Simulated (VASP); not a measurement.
SnTe, 2 atoms in the cell. It takes space group F-43m (No. 216, cubic). Conventional cell: a = 7.222 Å, b = 7.222 Å, c = 7.222 Å, α = 90.00°, β = 90.00°, γ = 90.00°. Within 4.1 Å of Te (site symmetry -43m) lie 4 Sn at 3.13 Å. Sn (site symmetry -43m) has 4 Te at 3.13 Å within 4.1 Å. 

```yaml
Program: VASP 6.6.1
Task: single point
Functional: PBE0
Potentials_or_basis: VASP PAW PBE potentials, release 64 (Te, Sn_d)
Cutoff: 520 eV
k_mesh: 3 × 3 × 3
Occupations: fermi-dirac, width 0.05 eV
Spin: non-collinear spin, zero start, spin-orbit coupling
Starting_moments: "[[0.0, 0.0, 0.0], [0.0, 0.0, 0.0]] μB"
Dipole_correction: no
Grid_for_exact_exchange_PRECFOCK: Normal
Further_INCAR_settings: ALGO = Normal; EDIFF = 1e-07; NBANDS = 32
Share_of_exact_exchange: 0.25
```

Potentials or basis: VASP PAW PBE potentials, release 64 (Te, Sn_d).

Run with:

```console
$ cat potpaw_PBE.64/Te/POTCAR potpaw_PBE.64/Sn_d/POTCAR > POTCAR
$ cp INCAR.step1 INCAR
$ mpirun -np 1 vasp_ncl > vasp.out
$ cp INCAR.step2 INCAR
$ mpirun -np 1 vasp_ncl > vasp.out
```

Hardware: 1 thread of Intel(R) Xeon(R) Platinum 8259CL CPU @ 2.50GHz (Skylake/Cascade Lake), with other jobs on the host.

Q: Estimate the wall time of this run.

A: Run time: 49 min on 1 thread of Intel(R) Xeon(R) Platinum 8259CL CPU @ 2.50GHz (Skylake/Cascade Lake), with other jobs on the host, peak memory 0.52 GiB. Counts: k points 5.
